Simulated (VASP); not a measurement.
A run of VASP 6.6.1 is set up as follows.

Contents of INCAR:

```
PREC = Accurate ; ENCUT = 600
EDIFF = 1E-6 ; ISMEAR = 0
SIGMA = 0.1 ; LREAL = F
LASPH = T ; NELM = 100
ALGO = Normal ; ISIF = 3
LWAVE = F ; LCHARG = F
GGA = PE ; IVDW = 12
IBRION = 2 ; NSW = 100
EDIFFG = -0.01
```

KPOINTS

```
regular mesh
0
Gamma
  9 9 14
```

The input POSCAR:

```
TiB6
1.0
    5.4040636626      0.0000000000      0.0000000000
   -2.7020318313      4.6800564155      0.0000000000
    0.0000000000      0.0000000000      2.5037047617
Ti B
1 6
Direct
    0.0000000000      0.0000000000      0.5000000000
    0.3474126103      0.3474126103      0.0000000000
    0.0000000000      0.6525873897      0.0000000000
    0.6525873897      0.0000000000      0.0000000000
    0.0000000000      0.3474126103      0.0000000000
    0.6525873897      0.6525873897      0.0000000000
    0.3474126103      0.0000000000      0.0000000000
```

Potentials or basis: VASP PAW PBE potentials, release 64 (Ti_sv, B).

Run with:

```bash
$ cat potpaw_PBE.64/Ti_sv/POTCAR potpaw_PBE.64/B/POTCAR > POTCAR
$ mpirun -np 1 vasp_std > vasp.out
```

(1) Predict the relaxed cell.

(2) Estimate the relaxed volume.

(3) What does it give for the dispersion energy per atom?

Results:

(1) a = 5.392 Å, b = 5.392 Å, c = 2.524 Å, α = 90.00°, β = 90.00°, γ = 120.00°.

(2) 9.08 Å³/atom.

(3) -0.249 eV.

Caveat: pairwise dispersion overbinds metals, which lowers pressure and volume.
